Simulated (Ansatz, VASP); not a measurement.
One calculation of AlGa3N4, two programs

INCAR

```
ALGO = Normal
EDIFF = 1E-7
ENCUT = 520
GGA = CA
ISIF = 2
ISMEAR = 0
LASPH = True
LCHARG = False
LREAL = False
LWAVE = False
NBANDS = 41
NELM = 80
PREC = Accurate
SIGMA = 0.05
```

Contents of KPOINTS:

```
k-points
0
Gamma
  6 6 6
```

The input POSCAR:

```
AlGa3N4
1.0
    4.3209595057     -0.2537435283     -0.2537435283
   -0.2537435283      4.3209595057     -0.2537435283
   -0.2537435283     -0.2537435283      4.3209595057
Al Ga N
1 3 4
Direct
    0.0000000000      0.0000000000      0.0000000000
    0.5000000000      0.5000000000      0.0000000000
    0.5000000000      0.0000000000      0.5000000000
    0.0000000000      0.5000000000      0.5000000000
    0.7548078379      0.7548078379      0.2451921621
    0.7548078379      0.2451921621      0.7548078379
    0.2451921621      0.7548078379      0.7548078379
    0.2451921621      0.2451921621      0.2451921621
```

Input for Ansatz:

```yaml
crystal:
  lattice:
    - [4.3209595057, -0.2537435283, -0.2537435283]
    - [-0.2537435283, 4.3209595057, -0.2537435283]
    - [-0.2537435283, -0.2537435283, 4.3209595057]
  atoms:
    - { symbol: Al, position: [0.0, 0.0, 0.0] }
    - { symbol: Ga, position: [0.5, 0.5, 0.0] }
    - { symbol: Ga, position: [0.5, 0.0, 0.5] }
    - { symbol: Ga, position: [0.0, 0.5, 0.5] }
    - { symbol: "N", position: [0.7548078379, 0.7548078379, 0.2451921621] }
    - { symbol: "N", position: [0.7548078379, 0.2451921621, 0.7548078379] }
    - { symbol: "N", position: [0.2451921621, 0.7548078379, 0.7548078379] }
    - { symbol: "N", position: [0.2451921621, 0.2451921621, 0.2451921621] }
basis:
  ecutwfc: 520.0
kpoints:
  mp_grid: { grid: [6, 6, 6] }
hamiltonian:
  xc: lda
  pseudopotentials: { kind: paw, azcp: { folder: soft_1 } }
scf:
  occupations: { method: gaussian, width: 0.05 }
output:
  forces: true
  stress: true
  eigenvalues: true
```

Alike in both runs: task single point; functional LDA; k mesh 6 × 6 × 6; occupations gaussian, width 0.05 eV; no spin polarisation.

|  | VASP | Ansatz |
| --- | --- | --- |
| version | VASP 6.6.1 | Ansatz 0.2.0 |
| potentials or method | VASP PAW LDA potentials, release 64 (Al, Ga_d, N), cutoff 520 eV | scalar-relativistic, plane waves, PAW |
| valence electrons in the cell | 62 | 62 |

Ansatz gave:

| Property | Result |
| --- | --- |
| gap on the k mesh at the Fermi level (eV) | 2.23 |
| least direct gap on the mesh (eV) | 2.23 |
| rms of the force components (eV/Å) | 3.124 |

Q: Estimate VASP's values.

A: gap on the k mesh at the Fermi level (eV): 2.23; least direct gap on the mesh (eV): 2.23; rms of the force components (eV/Å): 3.182.

Ansatz warns that its potentials were made for another functional, while VASP's fit it. LDA's correlation is that of Perdew and Zunger in VASP and of Perdew and Wang (1992) in Ansatz. Atom by atom the forces differ by 0.059 eV/Å (rms over components).
